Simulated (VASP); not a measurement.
Here is a VASP 6.6.1 calculation.

The input INCAR:

```
SYSTEM = SiB7As8
PREC = Accurate ; ENCUT = 520
EDIFF = 1E-6 ; ISMEAR = -1
SIGMA = 0.05 ; LREAL = Auto
LASPH = .TRUE. ; NELM = 60
ALGO = Normal ; ISIF = 2
LWAVE = .FALSE. ; LCHARG = .FALSE.
GGA = PS ; NBANDS = 46
NELECT = 64.0
```

Contents of KPOINTS:

```
Automatic mesh
0
Gamma
  2 2 2
  0.5 0.5 0.5
```

File POSCAR:

```
SiB7As8
1.0
    9.5357640000      0.0000000000      0.0000000000
    0.0000000000      4.7678820000      0.0000000000
    0.0000000000      0.0000000000      4.7678820000
B As Si
7 8 1
Direct
    0.0024100000      0.0037850000      0.9984490000
    0.5028440000      0.0032710000      0.0057030000
    0.2520870000      0.4940720000      0.0062440000
    0.7504930000      0.5078950000      0.9975110000
    0.2498200000      0.0084620000      0.4974960000
    0.7498350000      0.0004470000      0.4963300000
    0.0043390000      0.4982480000      0.4969770000
    0.1243820000      0.2552410000      0.2495040000
    0.6241920000      0.2521460000      0.2517570000
    0.3749880000      0.7517010000      0.2509400000
    0.8772330000      0.7486300000      0.2539370000
    0.3729220000      0.2513480000      0.7533870000
    0.8759080000      0.2521390000      0.7509030000
    0.1203410000      0.7490290000      0.7454530000
    0.6264140000      0.7534470000      0.7543920000
    0.4994220000      0.5060420000      0.4985110000
```

Potentials or basis: VASP PAW PBE potentials, release 64 (B, As, Si).

Command:

```sh
$ cat potpaw_PBE.64/B/POTCAR potpaw_PBE.64/As/POTCAR potpaw_PBE.64/Si/POTCAR > POTCAR
$ mpirun -np 1 vasp_std > vasp.out
```

Question: What does it give for the largest force?

Answer: 6.135 eV/Å.

Forces in eV/Å, atoms in the order of the input:
```
B   -0.489 -0.219  0.193
B   -0.493 -0.121 -0.420
B   -0.654  0.831 -0.537
B    0.347 -0.502  0.341
B   -0.407 -0.576  0.246
B    0.373  0.095  0.416
B   -0.905  0.034  0.245
As   0.345 -0.586 -0.195
As   3.593 -2.871 -3.189
As  -3.541  3.641 -3.440
As  -0.025  0.395 -0.489
As  -2.314 -2.892  2.664
As  -0.052 -0.092 -0.176
As   1.247  0.305  0.536
As   2.856  3.058  2.571
Si   0.117 -0.500  1.235
```

Caveat: the k points lie up to 0.66 Å⁻¹ apart; the cell carries a net charge on a neutralising background, which shifts energy and pressure; the PAW data sets were made with another functional, which shifts forces and pressure a little.
